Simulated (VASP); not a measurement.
TiO2: single point with PBE+U

TiO2:

```xyz
6
Lattice="-1.7964 1.7964 5.5201 1.7964 -1.7964 5.5201 1.7964 1.7964 -5.5201" Properties=species:S:1:pos:R:3 pbc="T T T"
Ti    0.0000    0.0000    0.0000
Ti    0.0000    1.7964    2.7601
O     0.0000    0.0000    2.2663
O     0.0000    1.7964    5.0264
O     0.0000    1.7964    0.4938
O     0.0000    0.0000    8.7740
```

This cell differs from its parent crystal: ratio of the length along z to the lengths across it x 1.2, volume and fractional coordinates fixed.

```json
{
  "Program": "VASP 6.6.1",
  "Task": "single point",
  "Functional": "PBE",
  "Potentials or basis": "VASP PAW PBE potentials, release 64 (Ti_sv, O)",
  "Cutoff": "520 eV",
  "k mesh": "10 × 10 × 10",
  "Occupations": "gaussian, width 0.05 eV",
  "Spin": "no spin polarisation",
  "Hubbard terms": "Ti d U = 4.0 eV"
}
```

```json
{
 "Pressure": "12.4 GPa",
 "Largest force": "1.415 eV/Å",
 "Band gap on the k mesh": "2.91 eV, indirect (least direct gap 3.09 eV)"
}
```

Forces in eV/Å, atoms in the order of the input:
```
Ti   0.000  0.000  0.000
Ti   0.000  0.000  0.000
O    0.000  0.000 -1.415
O    0.000  0.000 -1.415
O    0.000  0.000  1.415
O    0.000  0.000  1.415
```

Stress tensor (GPa, compression positive):
```
23.23  0.00  0.00
 0.00 23.23  0.00
 0.00  0.00 -9.25
```

Levels at points of the mesh, in eV from the valence-band top:
```
           k point  band 22  band 23  band 24  band 25  band 26  band 27
(0.00, 0.00, 0.00)    -1.23    -0.57    -0.57     2.91     3.24     4.30
(0.50, 0.00, 0.00)    -1.50    -0.95    -0.92     3.73     3.82     4.22
(0.50, 0.50, 0.00)    -2.16    -0.09    -0.09     3.34     3.34     3.93
(0.50, 0.50, 0.50)    -1.47    -0.45    -0.45     3.07     3.07     4.76
```

Eigenvalues of the final occupation matrices:
```csv
site,spin,trace,eigenvalues
site 1 d,1,0.84,0.12 0.12 0.13 0.17 0.29
site 1 d,2,0.84,0.12 0.12 0.13 0.17 0.29
site 2 d,1,0.84,0.12 0.12 0.13 0.17 0.29
site 2 d,2,0.84,0.12 0.12 0.13 0.17 0.29
```

Run time: 7.3 min on 1 thread of Intel(R) Xeon(R) Platinum 8375C CPU @ 2.90GHz (Ice Lake), with other jobs on the host, peak memory 0.44 GiB.

Caveat: forces of over 1 eV/Å act on the atoms, so gaps and moduli don't describe the material at rest. A k mesh can miss the band edges.
